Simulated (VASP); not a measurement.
# Ta (P6_3/mmc) in VASP: further runs

Runs on Ta. Level: PBE. Tasks: relaxation of cell and atoms.

Everything below comes from runs of VASP 6.6.1. Logs are shortened: lines on timing, memory, paths and dates and some standing lists are left out, and cuts for length are marked.

**1. The cell of the first run**

It takes space group P6_3/mmc (No. 194, hexagonal). The conventional cell has a = 2.825 Å, b = 2.825 Å, c = 4.979 Å, α = 90.00°, β = 90.00°, γ = 120.00°. Ta (site symmetry -6m2) has 12 Ta at 2.82 to 2.98 Å within 3.7 Å.

This isn't the form of Ta at room conditions, which is bcc.

**2. Relaxation of cell and atoms, PBE, target pressure 19 GPa, at which the enthalpy is minimised**

INCAR

```
SYSTEM = Ta
ALGO     = Normal         ! electronic algorithm
EDIFF    = 1E-7           ! SCF threshold, eV
EDIFFG   = -0.005         ! ionic threshold
ENCUT    = 600            ! plane-wave cutoff, eV
GGA      = PE             ! functional
IBRION   = 2              ! ionic algorithm
ISIF     = 3              ! what is computed and relaxed
ISMEAR   = -1             ! smearing method
LASPH    = .TRUE.         ! aspherical terms in the spheres
LCHARG   = .FALSE.        ! write CHGCAR
LREAL    = .FALSE.        ! projectors in reciprocal space
LWAVE    = .FALSE.        ! write WAVECAR
NELM     = 60             ! most SCF steps
NSW      = 32             ! ionic steps
PREC     = Accurate       ! precision mode
PSTRESS  = 190.0        
SIGMA    = 0.1            ! smearing width, eV
```

KPOINTS

```
k-points
0
G
  15 15 8
  0 0 0
```

POSCAR

```
Ta
1.0
    2.8248533648      0.0000000000      0.0000000000
   -1.4124266824      2.4463947759      0.0000000000
    0.0000000000      0.0000000000      4.9791363093
Ta
2
Direct
    0.3333333333      0.6666666667      0.2500000000
    0.6666666667      0.3333333333      0.7500000000
```

Potentials or basis: VASP PAW PBE potentials, release 64 (Ta_pv).

Started as:

```
$ cat potpaw_PBE.64/Ta_pv/POTCAR > POTCAR
$ mpirun -np 1 vasp_std > vasp.out
```

OUTCAR:

```text
SYSTEM = Ta
   EDIFF = 1E-7
   EDIFFG = -0.005
   ENCUT = 600
   GGA = PE
   IBRION = 2
   ISIF = 3
   ISMEAR = -1
   LASPH = .TRUE.
   LREAL = .FALSE.
   NELM = 60
   NSW = 32
   PREC = Accurate
   PSTRESS = 190.0

 ion  position               nearest neighbor table
   1  0.333  0.667  0.250-   2 2.98   2 2.98   2 2.98   2 2.98   2 2.98   2 2.98
   2  0.667  0.333  0.750-   1 2.98   1 2.98   1 2.98   1 2.98   1 2.98   1 2.98

  LATTYP: Found a hexagonal cell.
 ALAT       =     2.8248533648
 C/A-ratio  =     1.7626176181

  Lattice vectors:

 A1 = (   2.8248533648,   0.0000000000,   0.0000000000)
 A2 = (  -1.4124266824,   2.4463947759,   0.0000000000)
 A3 = (   0.0000000000,   0.0000000000,   4.9791363093)

Analysis of symmetry for initial positions (statically):
=====================================================================
 Subroutine PRICEL returns:
 Original cell was already a primitive cell.

 Routine SETGRP: Setting up the symmetry group for a
 hexagonal supercell.

 Subroutine GETGRP returns: Found 24 space group operations
 (whereof 12 operations were pure point group operations)
 out of a pool of 24 trial point group operations.

The static configuration has the point symmetry D_3d.
 The point group associated with its full space group is D_6h.

Analysis of symmetry for dynamics (positions and initial velocities):
=====================================================================
 Subroutine PRICEL returns:
 Original cell was already a primitive cell.

 Routine SETGRP: Setting up the symmetry group for a
 hexagonal supercell.

 Subroutine GETGRP returns: Found 24 space group operations
 (whereof 12 operations were pure point group operations)
 out of a pool of 24 trial point group operations.

The dynamic configuration has the point symmetry D_3d.
 The point group associated with its full space group is D_6h.

 Subroutine INISYM returns: Found 24 space group operations
 (whereof 12 operations are pure point group operations),
 and found     1 'primitive' translations

----------------------------------------------------------------------------------------

                                     Primitive cell

  volume of cell :      34.4093

  direct lattice vectors                    reciprocal lattice vectors
     2.824853365  0.000000000  0.000000000     0.354000676  0.204382385  0.000000000
    -1.412426682  2.446394776  0.000000000     0.000000000  0.408764771  0.000000000
     0.000000000  0.000000000  4.979136309     0.000000000  0.000000000  0.200838045

  length of vectors
     2.824853365  2.824853365  4.979136309     0.408764771  0.408764771  0.200838045

  position of ions in fractional coordinates (direct lattice)
     0.333333333  0.666666667  0.250000000
     0.666666667  0.333333333  0.750000000

  ion indices of the primitive-cell ions
   primitive index   ion index
                 1           1
                 2           2

----------------------------------------------------------------------------------------

 KPOINTS: k-points

Automatic generation of k-mesh.
 Grid dimensions read from file:
 generate k-points for:   15   15    8

 Generating k-lattice:

  Cartesian coordinates                     Fractional coordinates (reciprocal lattice)
     0.023600045  0.013625492  0.000000000     0.066666667  0.000000000  0.000000000
     0.000000000  0.027250985  0.000000000     0.000000000  0.066666667  0.000000000
     0.000000000  0.000000000  0.025104756     0.000000000  0.000000000  0.125000000

  Length of vectors
     0.027250985  0.027250985  0.025104756

  Shift w.r.t. Gamma in fractional coordinates (k-lattice)
     0.000000000  0.000000000  0.000000000

 Subroutine IBZKPT returns following result:
 ===========================================

 Found    135 irreducible k-points:

 Following reciprocal coordinates:
            Coordinates               Weight
  0.000000  0.000000  0.000000      1.000000
  0.066667  0.000000  0.000000      6.000000
  0.133333  0.000000  0.000000      6.000000
  0.200000  0.000000  0.000000      6.000000
  0.266667  0.000000  0.000000      6.000000
  0.333333  0.000000  0.000000      6.000000
[... 16 lines left out ...]
  0.333333  0.200000  0.000000     12.000000
  0.400000  0.200000  0.000000      6.000000
 [... further k-points ...]
   k-points           NKPTS =    135   k-points in BZ     NKDIM =    135   number of bands    NBANDS=     15
   number of dos      NEDOS =    301   number of ions     NIONS =      2
   total plane-waves  NPLWV =  23040
   dimension x,y,z NGX =    24 NGY =   24 NGZ =   40
   dimension x,y,z NGXF=    48 NGYF=   48 NGZF=   80
   ions per type =               2
   NGX,Y,Z   is equivalent  to a cutoff of  14.12, 14.12, 13.36 a.u.
   NGXF,Y,Z  is equivalent  to a cutoff of  28.25, 28.25, 26.71 a.u.
 SYSTEM =  Ta
   PREC   = accura    normal or accurate (medium, high low for compatibility)
   ISTART =      0    job   : 0-new  1-cont  2-samecut
   ICHARG =      2    charge: 1-file 2-atom 10-const
   ISPIN  =      1    spin polarized calculation?
   LNONCOLLINEAR =      F non collinear calculations
   LSORBIT =      F    spin-orbit coupling
   LASPH  =      T    aspherical Exc in radial PAW
   ENCUT  =  600.0 eV  44.10 Ry    6.64 a.u.   5.64  5.64  9.94*2*pi/ulx,y,z
   NELM   =     60;   NELMIN=  2; NELMDL= -5     # of ELM steps
   EDIFF  = 0.1E-06   stopping-criterion for ELM
   LREAL  =      F    real-space projection
   EDIFFG = -.5E-02   stopping-criterion for IOM
   NSW    =     32    number of steps for IOM
   IBRION =      2    ionic relax: 0-MD 1-quasi-New 2-CG
   NFREE  =      1    steps in history (QN), initial steepest desc. (CG)
   ISIF   =      3    stress and relaxation
   ISYM   =      2    0-nonsym 1-usesym 2-fastsym
   POTIM  = 0.5000    time-step for ionic-motion
   TEBEG  =    0.0;   TEEND  =   0.0 temperature during run
   PSTRESS=  190.0 pullay stress
   NELECT =      22.0000    total number of electrons
   NUPDOWN=      -1.0000    fix difference up-down
   EMIN   =  10.00;   EMAX   =-10.00  energy-range for DOS
   EFERMI =   0.00;   METHOD = LEGACY
   ISMEAR =    -1;   SIGMA  =   0.10  broadening in eV -4-tet -1-fermi 0-gaus
   EFERMI_NEDOS =   21; number of points for ismear=-14 and -15
   IALGO  =     38    algorithm
   IMIX   =      4    mixing-type and parameters
     AMIX     =   0.40;   BMIX     =  1.00
     AMIX_MAG =   1.60;   BMIX_MAG =  1.00
  volume/ion in A,a.u.               =      17.20       116.10
  Fermi-wavevector in a.u.,A,eV,Ry     =   1.410339  2.665155 27.062758  1.989057
  Thomas-Fermi vector in A             =   2.532303
   LORBIT       =      0    0 simple, 1 ext, 2 COOP (PROOUT), +10 PAW based schemes
   GGA     = PE    functional components
   LHFCALC =     F    Hartree Fock is set to
   AEXX    =    0.0000 exact exchange contribution
   IVDW    =     0    specifies the selected vdW correction
   LEPSILON=     F    determine dielectric tensor
   LRPA    =     F    only Hartree local field effects (RPA)
 conjugate gradient relaxation of ions
 non-spin polarized calculation
  energy-cutoff  :      600.00
  volume of cell :       34.41
 maximum number of plane-waves:      1164
 NGX is ok and might be reduce to    24
   NGX = 11   NGY = 11   NGZ = 19

--------------------------------------- Ionic step        1  -------------------------------------------

 number of electron      21.9999999 magnetization

 Free energy of the ion-electron system (eV)
  ---------------------------------------------------
  ext. energy  EPLUGINS =         0.00000000
  ---------------------------------------------------
  free energy    TOTEN  =       -22.93691729 eV

  energy without entropy =      -22.86336984  energy(sigma->0) =      -22.90014357

------------------------ aborting loop because EDIFF is reached ----------------------------------------

  FORCE on cell =-STRESS in cart. coord.  units (eV):
  Direction    XX          YY          ZZ          XY          YZ          ZX
  --------------------------------------------------------------------------------------
  -------------------------------------------------------------------------------------
  Total        4.1301254      4.1301254      4.1230302      0.0000000     -0.0000000      0.0000000
  in kB      192.3080003    192.3080003    191.9776330      0.0000000     -0.0000000      0.0000000
  external PRESSURE =       2.1978779 kB  Pullay stress =     190.0000000 kB
[... 61 lines left out ...]
  enthalpy is  TOTEN    =       -18.8561922201 eV   P V=        4.0945115168

--------------------------------------- Ionic step        3  -------------------------------------------

 number of electron      21.9999999 magnetization

 Free energy of the ion-electron system (eV)
  ---------------------------------------------------
  ext. energy  EPLUGINS =         0.00000000
  ---------------------------------------------------
  free energy    TOTEN  =       -22.94038877 eV

  energy without entropy =      -22.86674327  energy(sigma->0) =      -22.90356602

 E-fermi :   6.3117     XC(G=0): -12.8389

 val. band max:        6.3085291347   @ k =   0.1333   0.1333   0.2500
 cond. band min:       6.3176386899   @ k =   0.3333   0.0000   0.1250
 fundamental gap:      0.0091095552
 Fermi energy:         6.3116970092

 k-point     1 :       0.0000    0.0000    0.0000
  band No.  band energies     occupation
      1     -28.2543      2.00000
      2     -27.1234      2.00000
      3     -27.0333      2.00000
      4     -27.0333      2.00000
      5     -26.9177      2.00000
      6     -26.9177      2.00000
      7      -2.2231      2.00000
      8       1.1168      2.00000
      9       5.7281      1.99417
     10       6.5406      0.18413
     11       6.8721      0.00734
     12       6.8721      0.00734
     13       7.5389      0.00001
     14       7.5389      0.00001
     15       9.4467      0.00000
[... 397 lines left out ...]
 k-point    24 :       0.4000    0.2000    0.0000
  band No.  band energies     occupation
      1     -28.2035      2.00000
      2     -28.0498      2.00000
      3     -27.6611      2.00000
      4     -27.5933      2.00000
      5     -27.4750      2.00000
      6     -27.3689      2.00000
      7       2.8399      2.00000
      8       3.2365      2.00000
      9       3.3892      2.00000
     10       5.2409      1.99996
     11       5.8824      1.97305
     12       6.0465      1.86824
     13       7.3010      0.00010
     14      10.8394      0.00000
     15      11.2911      0.00000

 [... further k-points ...]

------------------------ aborting loop because EDIFF is reached ----------------------------------------

  FORCE on cell =-STRESS in cart. coord.  units (eV):
  Direction    XX          YY          ZZ          XY          YZ          ZX
  --------------------------------------------------------------------------------------
  -------------------------------------------------------------------------------------
  Total        4.0869630      4.0869630      4.0864219      0.0000000     -0.0000000      0.0000000
  in kB      190.1373847    190.1373847    190.1122104      0.0000000     -0.0000000      0.0000000
  external PRESSURE =       0.1289932 kB  Pullay stress =     190.0000000 kB
[... 17 lines left out ...]
  FREE ENERGIE OF THE ION-ELECTRON SYSTEM (eV)
  ---------------------------------------------------
  free  energy   TOTEN  =       -22.9403887735 eV

  energy  without entropy=      -22.8667432698  energy(sigma->0) =      -22.90356602

  enthalpy is  TOTEN    =       -18.8563787894 eV   P V=        4.0840099841

 reached required accuracy - stopping structural energy minimisation
```

It took 2.7 min on 1 thread of Intel Xeon 8259CL, shared host; peak memory 0.22 GiB.

What came out:

```yaml
Free_energy: -22.9404 eV
Relaxed_volume: 17.22 Å³/atom
Relaxed_cell: a = 2.826 Å, b = 2.826 Å, c = 4.980 Å, α = 90.00°, β = 90.00°, γ = 120.00°
Space_group_after_relaxing_to_0.1_Å: P6_3/mmc (No. 194)
Energy_change_on_relaxing_the_run_minimises_the_enthalpy: -1.7 meV/atom
Ionic_steps: 3
Pressure_after_relaxing: 19.0 GPa
Band_gap_on_the_k_mesh: zero (bands 11 and 12 overlap by 2.54 eV)
```

Step by step:
| step | energy change (eV) | largest force (eV/Å) | pressure (GPa) | volume (Å³) |
| --- | --- | --- | --- | --- |
| 1 | 0.0000 | 0.0000 | 19.22 | 34.41 |
| 2 | -0.0138 | 0.0000 | 18.32 | 34.53 |
| 3 | -0.0035 | 0.0000 | 19.01 | 34.44 |

Final structure:
```xyz
2
Lattice="2.8257 0.0000 0.0000 -1.4128 2.4471 0.0000 0.0000 0.0000 4.9804" Properties=species:S:1:pos:R:3 pbc="T T T"
Ta    0.0000    1.6314    1.2451
Ta    1.4128    0.8157    3.7353
```

Levels at points of the mesh, in eV from the Fermi level:
```
           k point  band 9  band 10  band 11  band 12  band 13  band 14
(0.00, 0.00, 0.00)   -0.58     0.23     0.56     0.56     1.23     1.23
(0.00, 0.00, 0.50)   -1.24    -1.24     0.61     0.61     0.61     0.61
```

Caveat: the cell is relaxed towards a set pressure, so the run minimises the enthalpy, not the energy; spin-orbit coupling is left out, which moves the levels of the heavy elements.

**3. Relaxation of cell and atoms, PBE, target pressure 19 GPa, at which the enthalpy is minimised**

This run uses another cell than the first one, of 17.32 Å³/atom.

INCAR

```
ALGO     = Normal         # electronic algorithm
EDIFF    = 1E-6           # SCF threshold, eV
EDIFFG   = -0.005         # ionic threshold
ENCUT    = 600            # plane-wave cutoff, eV
GGA      = PE             # functional
IBRION   = 2              # ionic algorithm
ISIF     = 3              # what is computed and relaxed
ISMEAR   = -1             # smearing method
LASPH    = T              # aspherical terms in the spheres
LCHARG   = F              # write CHGCAR
LREAL    = F              # projectors in reciprocal space
LWAVE    = F              # write WAVECAR
NELM     = 60             # most SCF steps
NSW      = 60             # ionic steps
PREC     = Accurate       # precision mode
PSTRESS  = 190.0        
SIGMA    = 0.1            # smearing width, eV
```

KPOINTS

```
k-points
0
Gamma
  15 15 8
```

POSCAR

```
Ta
1.0
    2.9120318926      0.0000000000      0.0000000000
   -1.4560159463      2.5218935956      0.0000000000
    0.0000000000      0.0000000000      4.7174916660
Ta
2
Direct
    0.3333333333      0.6666666667      0.2500000000
    0.6666666667      0.3333333333      0.7500000000
```

Potentials or basis: VASP PAW PBE potentials, release 64 (Ta_pv).

Started as:

```
$ cat potpaw_PBE.64/Ta_pv/POTCAR > POTCAR
$ mpirun -np 1 vasp_std > vasp.out
```

Wall time 4.7 min (1 thread of Intel Xeon 8259CL, shared host); peak memory 0.23 GiB.

Results (log left out):

```yaml
Free_energy: -22.9399 eV
Relaxed_volume: 17.22 Å³/atom
Relaxed_cell: a = 2.826 Å, b = 2.826 Å, c = 4.980 Å, α = 90.00°, β = 90.00°, γ = 120.00°
Space_group_after_relaxing_to_0.1_Å: P6_3/mmc (No. 194)
Energy_change_on_relaxing_the_run_minimises_the_enthalpy: -37.5 meV/atom
Ionic_steps: 8
Pressure_after_relaxing: 19.0 GPa
Band_gap_on_the_k_mesh: zero (bands 11 and 12 overlap by 2.54 eV)
```

The path:
```csv
step,energy change (eV),largest force (eV/Å),pressure (GPa),volume (Å³)
1,0.0000,0.0000,17.38,34.64
2,0.0258,0.0000,24.56,33.72
3,0.0276,0.0000,24.66,33.70
4,-0.1443,0.0000,13.05,35.36
5,-0.0631,0.0000,19.79,34.34
6,-0.0611,0.0000,19.90,34.32
7,-0.0829,0.0000,18.46,34.50
8,-0.0750,0.0000,19.02,34.43
```

Final structure:
```
CELL_PARAMETERS angstrom
2.82576 0.00000 0.00000
-1.41288 2.44718 0.00000
0.00000 0.00000 4.97964
ATOMIC_POSITIONS crystal
Ta 0.33333 0.66667 0.25000
Ta 0.66667 0.33333 0.75000
```

Levels at points of the mesh, in eV from the Fermi level:
```tsv
k point	band 9	band 10	band 11	band 12	band 13	band 14
(0.00, 0.00, 0.00)	-0.58	0.23	0.56	0.56	1.23	1.23
(0.00, 0.00, 0.50)	-1.24	-1.24	0.61	0.61	0.61	0.61
```

Caveat: the cell is relaxed towards a set pressure, so the run minimises the enthalpy, not the energy; spin-orbit coupling is left out, which moves the levels of the heavy elements.
